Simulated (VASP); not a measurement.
Wanted: the native input for a VASP 6.6.1 run.

```yaml
Task: single point
Functional: r2SCAN
Potentials_or_basis: VASP PAW PBE potentials, release 64 (Zn, O_h)
Cutoff: 910 eV
k_mesh: 8 × 8 × 8
Occupations: fermi-dirac, width 0.02 eV
Spin: no spin polarisation
Dipole_correction: no
Second_run: hard_potentials
Further_INCAR_settings: ALGO = Normal; EDIFF = 1e-06; NBANDS = 16
```

ZnO:

```
Zn O
1.0
     2.64617    0.00000    0.00000
     0.00000    2.64617    0.00000
     0.00000    0.00000    2.64617
Zn O
1 1
Direct
  0.00000 0.00000 0.00000
  0.50000 0.50000 0.50000
```

The input as run:

POSCAR

```
ZnO
1.0
    2.6461709597      0.0000000000      0.0000000000
    0.0000000000      2.6461709597      0.0000000000
    0.0000000000      0.0000000000      2.6461709597
Zn O
1 1
Direct
    0.0000000000      0.0000000000      0.0000000000
    0.5000000000      0.5000000000      0.5000000000
```

INCAR.step1

```
  PREC = Accurate
  ENCUT = 910
  ISMEAR = -1
  SIGMA = 0.02
  LREAL = False
  LASPH = True
  NELM = 120
  NBANDS = 16
  GGA = PE
  ALGO = Normal
  EDIFF = 1E-5
  LWAVE = True
  LCHARG = False
  GGA_COMPAT = False
```

INCAR.step2

```
  PREC = Accurate
  ENCUT = 910
  EDIFF = 1E-6
  ISMEAR = -1
  SIGMA = 0.02
  LREAL = False
  LASPH = True
  NELM = 120
  ALGO = Normal
  ISIF = 2
  LWAVE = False
  LCHARG = True
  METAGGA = R2SCAN
  LMIXTAU = True
  LELF = True
  LVHAR = True
  NBANDS = 16
  ISTART = 1
  GGA_COMPAT = False
```

KPOINTS

```
Automatic mesh
0
Gamma
  8 8 8
```

Potentials or basis: VASP PAW PBE potentials, release 64 (Zn, O_h).

The run is started by

```console
$ cat potpaw_PBE.64/Zn/POTCAR potpaw_PBE.64/O_h/POTCAR > POTCAR
$ cp INCAR.step1 INCAR
$ mpirun -np 1 vasp_std > vasp.out
$ cp INCAR.step2 INCAR
$ mpirun -np 1 vasp_std > vasp.out
```

Results of the run:

The pressure is 0.9 GPa and the band gap on the k mesh is zero (band 9 reaches 3.67 eV, above the bottom of band 10 at 3.63 eV).

Caveat: the cutoff is under 1.25 times the usual one of these potentials, so pressure, stress and relaxed cells hold a basis-set (Pulay) error; the PAW data sets were made with another functional, which shifts forces and pressure a little.

Run time: 44 s on 1 thread of Intel(R) Xeon(R) Platinum 8559C (Emerald Rapids), with other jobs on the host, peak memory 0.17 GiB.
